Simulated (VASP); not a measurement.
Input of a VASP 6.6.1 run:

Contents of POSCAR:

```
BAs
1.0
    0.0000000000      2.3397414207      2.3397414207
    2.3397414207      0.0000000000      2.3397414207
    2.3397414207      2.3397414207      0.0000000000
As B
1 1
Direct
    0.7500000000      0.7500000000      0.7500000000
    0.0000000000      0.0000000000      0.0000000000
```

Contents of INCAR.step1:

```
SYSTEM = BAs
ALGO = Normal
EDIFF = 1E-5
ENCUT = 520
GGA = PE
ISIF = 2
ISMEAR = -1
LASPH = .True.
LREAL = .False.
LWAVE = .True.
NBANDS = 11
NELM = 80
PREC = Accurate
SIGMA = 0.05
```

INCAR.step2

```
SYSTEM = BAs
AEXX = 0.25
ALGO = Normal
EDIFF = 1E-6
ENCUT = 520
GGA = PE
ISIF = 2
ISMEAR = -1
ISTART = 1
LASPH = .True.
LCHARG = .True.
LELF = .True.
LHFCALC = .True.
LREAL = .False.
LVHAR = .True.
LWAVE = .False.
NBANDS = 11
NELM = 80
PREC = Accurate
PRECFOCK = Normal
SIGMA = 0.05
```

KPOINTS

```
k-points
0
Gamma
  5 5 5
  0 0 0
```

Potentials or basis: VASP PAW PBE potentials, release 64 (As, B).

The run is started by

```bash
$ cat potpaw_PBE.64/As/POTCAR potpaw_PBE.64/B/POTCAR > POTCAR
$ cp INCAR.step1 INCAR
$ mpirun -np 1 vasp_std > vasp.out
$ cp INCAR.step2 INCAR
$ mpirun -np 1 vasp_std > vasp.out
```

(1) Estimate the pressure.

(2) What does it give for the band gap on the k mesh?

Answers

(1) 9.6 GPa.

(2) 2.52 eV (least direct gap 4.94 eV).

Caveat: the k points lie up to 0.47 Å⁻¹ apart; the PAW data sets were made with another functional, which shifts forces and pressure a little; an odd mesh through Γ misses points on the zone boundary, where band edges can lie.
